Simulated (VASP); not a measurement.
# AgCl (Cmcm) in VASP: a series of runs

Aim: see how the results for AgCl move with the level of theory and the settings. Levels: LDA, PBEsol, PBE. Tasks: relaxation of cell and atoms, single point.

Everything below comes from runs of VASP 6.6.1. Logs are shortened: lines on timing, memory, paths and dates and some standing lists are left out, and cuts for length are marked.

## 1. The cell of the first run

Symmetry: Cmcm, No. 63, orthorhombic system. The conventional cell has a = 3.787 Å, b = 11.618 Å, c = 3.894 Å, α = 90.00°, β = 90.00°, γ = 90.00°. Within 3.6 Å of Ag (site symmetry m2m) lie 7 Cl at 2.73 to 3.37 Å and 2 Ag at 3.14 Å. Within 3.9 Å of Cl (site symmetry m2m) lie 7 Ag at 2.73 to 3.37 Å and 10 Cl at 3.66 to 3.89 Å.

## 2. Relaxation of cell and atoms, LDA

INCAR

```
SYSTEM = AgCl
PREC = Accurate
ENCUT = 600
EDIFF = 1E-6
ISMEAR = -1
SIGMA = 0.02
LREAL = .FALSE.
LASPH = .TRUE.
NELM = 100
ALGO = Normal
ISIF = 3
LWAVE = .FALSE.
LCHARG = .FALSE.
GGA = CA
IBRION = 2
NSW = 80
EDIFFG = -0.005
```

KPOINTS

```
regular mesh
0
G
  6 6 6
  0 0 0
```

POSCAR

```
AgCl
1.0
    1.8932558655     -5.8090442119      0.0000000000
    1.8932558655      5.8090442119      0.0000000000
    0.0000000000      0.0000000000      3.8943283461
Ag Cl
2 2
Direct
    0.3939753897      0.6060246103      0.7500000000
    0.6060246103      0.3939753897      0.2500000000
    0.8664567803      0.1335432197      0.2500000000
    0.1335432197      0.8664567803      0.7500000000
```

Potentials or basis: VASP PAW LDA potentials, release 64 (Ag, Cl).

On the command line:

```
> cat potpaw_LDA.64/Ag/POTCAR potpaw_LDA.64/Cl/POTCAR > POTCAR
> mpirun -np 1 vasp_std > vasp.out
```

OUTCAR:

```text
SYSTEM = AgCl
   PREC = Accurate
   ENCUT = 600
   EDIFF = 1E-6
   ISMEAR = -1
   LREAL = .FALSE.
   LASPH = .TRUE.
   NELM = 100
   ISIF = 3
   GGA = CA
   IBRION = 2
   NSW = 80
   EDIFFG = -0.005

 ion  position               nearest neighbor table
   1  0.394  0.606  0.750-   3 2.73   3 2.73   3 2.73   3 2.73   4 3.03   2 3.14   2 3.14
   2  0.606  0.394  0.250-   4 2.73   4 2.73   4 2.73   4 2.73   3 3.03   1 3.14   1 3.14
   3  0.866  0.134  0.250-   1 2.73   1 2.73   1 2.73   1 2.73   2 3.03
   4  0.134  0.866  0.750-   2 2.73   2 2.73   2 2.73   2 2.73   1 3.03

  LATTYP: Found a base centered orthorhombic cell.
 ALAT       =     3.7865117310
 B/A-ratio  =     3.0682826964
 C/A-ratio  =     1.0284738627

  Lattice vectors:

 A1 = (   1.8932558655,  -5.8090442119,   0.0000000000)
 A2 = (   1.8932558655,   5.8090442119,   0.0000000000)
 A3 = (   0.0000000000,   0.0000000000,   3.8943283461)

Analysis of symmetry for initial positions (statically):
=====================================================================
 Subroutine PRICEL returns:
 Original cell was already a primitive cell.

 Routine SETGRP: Setting up the symmetry group for a
 base centered orthorhombic supercell.

 Subroutine GETGRP returns: Found  8 space group operations
 (whereof  4 operations were pure point group operations)
 out of a pool of  8 trial point group operations.

The static configuration has the point symmetry C_2h.
 The point group associated with its full space group is D_2h.

Analysis of symmetry for dynamics (positions and initial velocities):
=====================================================================
 Subroutine PRICEL returns:
 Original cell was already a primitive cell.

 Routine SETGRP: Setting up the symmetry group for a
 base centered orthorhombic supercell.

 Subroutine GETGRP returns: Found  8 space group operations
 (whereof  4 operations were pure point group operations)
 out of a pool of  8 trial point group operations.

The dynamic configuration has the point symmetry C_2h.
 The point group associated with its full space group is D_2h.

 Subroutine INISYM returns: Found  8 space group operations
 (whereof  4 operations are pure point group operations),
 and found     1 'primitive' translations

----------------------------------------------------------------------------------------

                                     Primitive cell

  volume of cell :      85.6597

  direct lattice vectors                    reciprocal lattice vectors
     1.893255866 -5.809044212  0.000000000     0.264095313 -0.086072679  0.000000000
     1.893255866  5.809044212  0.000000000     0.264095313  0.086072679  0.000000000
     0.000000000  0.000000000  3.894328346     0.000000000  0.000000000  0.256783689

  length of vectors
     6.109780064  6.109780064  3.894328346     0.277767601  0.277767601  0.256783689

  position of ions in fractional coordinates (direct lattice)
     0.393975390  0.606024610  0.750000000
     0.606024610  0.393975390  0.250000000
     0.866456780  0.133543220  0.250000000
     0.133543220  0.866456780  0.750000000

  ion indices of the primitive-cell ions
   primitive index   ion index
                 1           1
                 2           2
                 3           3
                 4           4

----------------------------------------------------------------------------------------

 KPOINTS: regular mesh

Automatic generation of k-mesh.
 Grid dimensions read from file:
 generate k-points for:    6    6    6

 Generating k-lattice:

  Cartesian coordinates                     Fractional coordinates (reciprocal lattice)
     0.044015885 -0.014345447  0.000000000     0.166666667  0.000000000  0.000000000
     0.044015885  0.014345447  0.000000000     0.000000000  0.166666667  0.000000000
     0.000000000  0.000000000  0.042797282     0.000000000  0.000000000  0.166666667

  Length of vectors
     0.046294600  0.046294600  0.042797282

  Shift w.r.t. Gamma in fractional coordinates (k-lattice)
     0.000000000  0.000000000  0.000000000

 Subroutine IBZKPT returns following result:
 ===========================================

 Found     52 irreducible k-points:

 Following reciprocal coordinates:
            Coordinates               Weight
  0.000000  0.000000  0.000000      1.000000
  0.166667  0.000000  0.000000      4.000000
  0.333333  0.000000  0.000000      4.000000
  0.500000  0.000000  0.000000      2.000000
  0.166667  0.166667  0.000000      2.000000
  0.333333  0.166667  0.000000      4.000000
[... 16 lines left out ...]
  0.333333  0.333333  0.166667      4.000000
  0.500000  0.333333  0.166667      8.000000
 [... further k-points ...]
   k-points           NKPTS =     52   k-points in BZ     NKDIM =     52   number of bands    NBANDS=     22
   number of dos      NEDOS =    301   number of ions     NIONS =      4
   total plane-waves  NPLWV =  80000
   dimension x,y,z NGX =    50 NGY =   50 NGZ =   32
   dimension x,y,z NGXF=   100 NGYF=  100 NGZF=   64
   ions per type =               2   2
   NGX,Y,Z   is equivalent  to a cutoff of  13.60, 13.60, 13.66 a.u.
   NGXF,Y,Z  is equivalent  to a cutoff of  27.21, 27.21, 27.32 a.u.
 SYSTEM =  AgCl
   PREC   = accura    normal or accurate (medium, high low for compatibility)
   ISTART =      0    job   : 0-new  1-cont  2-samecut
   ICHARG =      2    charge: 1-file 2-atom 10-const
   ISPIN  =      1    spin polarized calculation?
   LNONCOLLINEAR =      F non collinear calculations
   LSORBIT =      F    spin-orbit coupling
   LASPH  =      T    aspherical Exc in radial PAW
   ENCUT  =  600.0 eV  44.10 Ry    6.64 a.u.  12.20 12.20  7.78*2*pi/ulx,y,z
   NELM   =    100;   NELMIN=  2; NELMDL= -5     # of ELM steps
   EDIFF  = 0.1E-05   stopping-criterion for ELM
   LREAL  =      F    real-space projection
   EDIFFG = -.5E-02   stopping-criterion for IOM
   NSW    =     80    number of steps for IOM
   IBRION =      2    ionic relax: 0-MD 1-quasi-New 2-CG
   NFREE  =      1    steps in history (QN), initial steepest desc. (CG)
   ISIF   =      3    stress and relaxation
   ISYM   =      2    0-nonsym 1-usesym 2-fastsym
   POTIM  = 0.5000    time-step for ionic-motion
   TEBEG  =    0.0;   TEEND  =   0.0 temperature during run
   PSTRESS=    0.0 pullay stress
   NELECT =      36.0000    total number of electrons
   NUPDOWN=      -1.0000    fix difference up-down
   EMIN   =  10.00;   EMAX   =-10.00  energy-range for DOS
   EFERMI =   0.00;   METHOD = LEGACY
   ISMEAR =    -1;   SIGMA  =   0.02  broadening in eV -4-tet -1-fermi 0-gaus
   EFERMI_NEDOS =   21; number of points for ismear=-14 and -15
   IALGO  =     38    algorithm
   IMIX   =      4    mixing-type and parameters
     AMIX     =   0.40;   BMIX     =  1.00
     AMIX_MAG =   1.60;   BMIX_MAG =  1.00
  volume/ion in A,a.u.               =      21.41       144.52
  Fermi-wavevector in a.u.,A,eV,Ry     =   1.226263  2.317300 20.459352  1.503720
  Thomas-Fermi vector in A             =   2.361270
   LORBIT       =      0    0 simple, 1 ext, 2 COOP (PROOUT), +10 PAW based schemes
   GGA     = CA    functional components
   LHFCALC =     F    Hartree Fock is set to
   AEXX    =    0.0000 exact exchange contribution
   IVDW    =     0    specifies the selected vdW correction
   LEPSILON=     F    determine dielectric tensor
   LRPA    =     F    only Hartree local field effects (RPA)
 conjugate gradient relaxation of ions
 non-spin polarized calculation
  energy-cutoff  :      600.00
  volume of cell :       85.66
 maximum number of plane-waves:      2886
 NGX is ok and might be reduce to    50
   NGX = 25   NGY = 25   NGZ = 15

--------------------------------------- Ionic step        1  -------------------------------------------

 number of electron      36.0000001 magnetization

 Free energy of the ion-electron system (eV)
  ---------------------------------------------------
  ext. energy  EPLUGINS =         0.00000000
  ---------------------------------------------------
  free energy    TOTEN  =       -13.24046730 eV

  energy without entropy =      -13.24041487  energy(sigma->0) =      -13.24044109

 E-fermi :   3.6713     XC(G=0): -10.4533

 val. band max:        3.5612549418   @ k =   0.3333   0.1667   0.0000
 cond. band min:       3.7449458201   @ k =   0.0000   0.0000   0.0000
 fundamental gap:      0.1836908784
 Fermi energy:         3.6713429671

 k-point     1 :       0.0000    0.0000    0.0000
  band No.  band energies     occupation
      1     -11.3948      2.00000
      2     -10.8882      2.00000
      3      -0.8049      2.00000
      4       0.2451      2.00000
      5       0.3805      2.00000
      6       0.4171      2.00000
[... 589 lines left out ...]
     21       9.6575      0.00000
     22      10.5020      0.00000

 [... further k-points ...]

------------------------ aborting loop because EDIFF is reached ----------------------------------------

  FORCE on cell =-STRESS in cart. coord.  units (eV):
  Direction    XX          YY          ZZ          XY          YZ          ZX
  --------------------------------------------------------------------------------------
  -------------------------------------------------------------------------------------
  Total       -3.9941181     -3.1113735     -4.2178997      0.0000000      0.0000000      0.0000000
  in kB      -74.7059051    -58.1950682    -78.8915115      0.0000000      0.0000000      0.0000000
  external PRESSURE =     -70.5974949 kB  Pullay stress =       0.0000000 kB
[... 95 lines left out ...]
  FREE ENERGIE OF THE ION-ELECTRON SYSTEM (eV)
  ---------------------------------------------------
  free  energy   TOTEN  =       -13.5071412504 eV

  energy  without entropy=      -13.5070777328  energy(sigma->0) =      -13.50710949

[... ionic steps 4 to 15 ...]

--------------------------------------- Ionic step       16  -------------------------------------------

 number of electron      36.0000004 magnetization

------------------------ aborting loop because EDIFF is reached ----------------------------------------
[... 71 lines left out ...]
--------------------------------------- Ionic step       18  -------------------------------------------

 number of electron      36.0000004 magnetization

 Free energy of the ion-electron system (eV)
  ---------------------------------------------------
  ext. energy  EPLUGINS =         0.00000000
  ---------------------------------------------------
  free energy    TOTEN  =       -13.54986898 eV

  energy without entropy =      -13.54986574  energy(sigma->0) =      -13.54986736

 E-fermi :   5.5652     XC(G=0): -11.2576

 val. band max:        5.3950408286   @ k =   0.3333   0.1667   0.0000
 cond. band min:       5.7034676410   @ k =   0.0000   0.0000   0.0000
 fundamental gap:      0.3084268124
 Fermi energy:         5.5651845605

 k-point     1 :       0.0000    0.0000    0.0000
  band No.  band energies     occupation
      1     -10.3243      2.00000
      2      -9.4640      2.00000
      3       0.0263      2.00000
      4       1.3069      2.00000
      5       1.4971      2.00000
      6       1.6382      2.00000
[... 589 lines left out ...]
     21      11.8336      0.00000
     22      12.5209      0.00000

 [... further k-points ...]

------------------------ aborting loop because EDIFF is reached ----------------------------------------

  FORCE on cell =-STRESS in cart. coord.  units (eV):
  Direction    XX          YY          ZZ          XY          YZ          ZX
  --------------------------------------------------------------------------------------
  -------------------------------------------------------------------------------------
  Total       -0.0045147     -0.0131250      0.0140604      0.0000000      0.0000000      0.0000000
  in kB       -0.0984870     -0.2863159      0.3067211      0.0000000      0.0000000      0.0000000
  external PRESSURE =      -0.0260273 kB  Pullay stress =       0.0000000 kB
[... 19 lines left out ...]
  FREE ENERGIE OF THE ION-ELECTRON SYSTEM (eV)
  ---------------------------------------------------
  free  energy   TOTEN  =       -13.5498689766 eV

  energy  without entropy=      -13.5498657365  energy(sigma->0) =      -13.54986736

 reached required accuracy - stopping structural energy minimisation
```

It took 23 min on 1 thread of Intel Xeon Platinum 8259CL at 2.50GHz (Skylake/Cascade Lake), shared host; peak memory 0.29 GiB.

Results:

- Free energy: -13.5499 eV
- Relaxed volume: 18.36 Å³/atom
- Relaxed cell: a = 5.627 Å, b = 5.627 Å, c = 3.768 Å, α = 90.00°, β = 90.00°, γ = 142.00°
- Space group after relaxing (to 0.1 Å): Cmcm (No. 63)
- Energy gained by relaxing: 77.4 meV/atom
- Ionic steps: 18
- Pressure after relaxing: 0.0 GPa
- Band gap on the k mesh: 0.31 eV (least direct gap 1.88 eV)

Forces in eV/Å, atoms in the order of the input:
```
Ag   0.000  0.003  0.000
Ag   0.000 -0.003  0.000
Cl   0.000 -0.002  0.000
Cl   0.000  0.002  0.000
```

The path:
| step | energy change (eV) | largest force (eV/Å) | pressure (GPa) | volume (Å³) |
| --- | --- | --- | --- | --- |
| 1 | 0.0000 | 0.0483 | -7.06 | 85.66 |
| 2 | -0.2645 | 0.1484 | 0.68 | 74.48 |
| 3 | -0.2667 | 0.1380 | -0.15 | 75.27 |
| 4 | -0.2810 | 0.1270 | -0.05 | 74.76 |
| 5 | -0.3015 | 0.0929 | 0.29 | 73.60 |
| 6 | -0.2770 | 0.0156 | 2.23 | 71.13 |
| 7 | -0.3045 | 0.0752 | 0.59 | 73.02 |
| 8 | -0.3045 | 0.0703 | 0.66 | 72.89 |
| 9 | -0.3057 | 0.0466 | -0.71 | 74.07 |
| 10 | -0.3067 | 0.0559 | -0.14 | 73.60 |
| 11 | -0.3078 | 0.0455 | -0.11 | 73.55 |
| 12 | -0.3091 | 0.0201 | -0.01 | 73.43 |
| 13 | -0.3092 | 0.0231 | 0.03 | 73.39 |
| 14 | -0.3093 | 0.0119 | -0.04 | 73.46 |
| 15 | -0.3094 | 0.0043 | -0.08 | 73.51 |
| 16 | -0.3093 | 0.0078 | 0.16 | 73.28 |
| 17 | -0.3094 | 0.0033 | 0.02 | 73.44 |
| 18 | -0.3094 | 0.0028 | 0.00 | 73.45 |

Final structure:
```
Ag Cl
1.0
     1.83202   -5.31993    0.00000
     1.83202    5.31993    0.00000
     0.00000    0.00000    3.76789
Ag Cl
2 2
Cartesian
  1.8320 1.0684 2.8259
  1.8320 -1.0684 0.9420
  1.8320 -3.8673 0.9420
  1.8320 3.8673 2.8259
```

A k mesh can miss the band edges.

(Continued in part 2 of 2.)
